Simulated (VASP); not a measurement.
Here is a VASP 6.6.1 calculation.

INCAR

```
ALGO = Normal
EDIFF = 1E-6
ENCUT = 520
GGA = PE
ISIF = 2
ISMEAR = 0
LASPH = T
LCHARG = F
LREAL = F
LWAVE = F
NBANDS = 16
NELM = 100
PREC = Accurate
SIGMA = 0.01
```

File KPOINTS:

```
k-points
0
Gamma
  6 6 4
```

POSCAR

```
AlN
1.0
    3.0134929474      0.0000000000      0.0000000000
   -1.5067464737      2.6097614465      0.0000000000
    0.0000000000      0.0000000000      4.8292338054
Al N
2 2
Direct
    0.3333333333      0.6666666667     -0.0035651602
    0.6666666667      0.3333333333      0.4964348398
    0.3333333333      0.6666666667      0.3785651602
    0.6666666667      0.3333333333      0.8785651602
```

Potentials or basis: VASP PAW PBE potentials, release 64 (Al, N).

The run is started by

```console
$ cat potpaw_PBE.64/Al/POTCAR potpaw_PBE.64/N/POTCAR > POTCAR
$ mpirun -np 1 vasp_std > vasp.out
```

Predict the band gap on the k mesh.

5.07 eV, direct.

What does it give for the pressure?

27.4 GPa.

Stress tensor (GPa, compression positive):
```
28.23  0.00  0.00
 0.00 28.23  0.00
 0.00  0.00 25.87
```

Caveat: the cell differs from its parent crystal (strain -3.0%). A k mesh can miss the band edges.
